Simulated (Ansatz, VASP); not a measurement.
One calculation of Pb, two programs

```
Pb
1.0
     3.65219    0.00000    0.00000
    -1.82610    3.16289    0.00000
     0.00000    0.00000    6.02200
Pb
2
Direct
  0.33333 0.66667 0.25000
  0.66667 0.33333 0.75000
```

Alike in both runs: functional BLYP; k mesh 10 × 10 × 6; occupations fermi-dirac, width 0.1 eV; no spin polarisation.

Ansatz relaxed the structure, and its values are those at the end. VASP's run is a single point on that final structure, the one shown.

```csv
,VASP,Ansatz
version,VASP 6.6.1,Ansatz 0.2.0
potentials or method,"VASP PAW PBE potentials, release 64 (Pb_d), cutoff 520 eV","plane waves (420 eV) with PAW, scalar-relativistic"
valence electrons in the cell,28,28
```

|  | VASP | Ansatz | Ansatz less VASP |
| --- | --- | --- | --- |
| pressure (GPa) | 0.0 | 0.0 | -0.04 |

VASP's potentials were made for PBE, not for BLYP. With one functional, cell and mesh, what is left measures potentials, basis and numerics.

Neither program's run includes spin-orbit coupling.
